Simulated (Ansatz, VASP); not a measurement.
# One calculation of ZrB2, two programs

File INCAR:

```
SYSTEM = ZrB2
PREC = Accurate
ENCUT = 520
EDIFF = 1E-7
ISMEAR = -1
SIGMA = 0.03
LREAL = .FALSE.
LASPH = .TRUE.
NELM = 60
ALGO = Normal
ISIF = 2
LWAVE = .FALSE.
LCHARG = .FALSE.
NBANDS = 16
```

File KPOINTS:

```
Automatic mesh
0
G
  13 13 10
  0 0 0
```

POSCAR

```
ZrB2
1.0
    3.1649998255      0.0000000000      0.0000000000
   -1.5824999128      2.7409702519      0.0000000000
    0.0000000000      0.0000000000      3.4848000000
Zr B
1 2
Direct
    0.0000000000      0.0000000000      0.0000000000
    0.3333333333      0.6666666667      0.5000000000
    0.6666666667      0.3333333333      0.5000000000
```

Input for Ansatz:

```yaml
crystal:
  lattice:
    - [3.1649998255, 0.0, 0.0]
    - [-1.5824999128, 2.7409702519, 0.0]
    - [0.0, 0.0, 3.4848]
  atoms:
    - { symbol: Zr, position: [0.0, 0.0, 0.0] }
    - { symbol: B, position: [0.3333333333, 0.6666666667, 0.5] }
    - { symbol: B, position: [0.6666666667, 0.3333333333, 0.5] }
kpoints:
  mp_grid: { grid: [13, 13, 10] }
  band_path:
    path:
      - [0.0, 0.0, 0.0]
      - [0.5, 0.0, 0.0]
      - [0.3333333333, 0.3333333333, 0.0]
      - [0.0, 0.0, 0.0]
      - [0.0, 0.0, 0.5]
      - [0.5, 0.0, 0.5]
      - [0.3333333333, 0.3333333333, 0.5]
      - [0.0, 0.0, 0.5]
      - [0.5, 0.0, 0.5]
    npoints: 5
scf:
  occupations: { method: fermi_dirac, width: 0.03 }
hamiltonian:
  xc: lda
  pseudopotentials: { kind: all_electron, lapw: { basis_error: 0.001 } }
output:
  forces: true
  stress: true
  eigenvalues: true
```

Change from the starting cell: zz strain of -1 %.

Alike in both runs: task single point; functional LDA; k mesh 13 × 13 × 10; occupations fermi-dirac, width 0.03 eV; no spin polarisation.

|  | VASP | Ansatz |
| --- | --- | --- |
| version | VASP 6.6.1 | Ansatz 0.2.0 |
| potentials or method | VASP PAW LDA potentials, release 64 (Zr_sv, B), cutoff 520 eV | all-electron LAPW, scalar-relativistic |

```csv
,VASP,Ansatz,Ansatz less VASP
pressure (GPa),-4.5,-5.0,-0.47
"traceless stress, the component that is largest in VASP (GPa)",3.02,3.02,+0.002
```

LDA's correlation is that of Perdew and Zunger in VASP and of Perdew and Wang (1992) in Ansatz. Ansatz ran all-electron here, and VASP with PAW potentials.
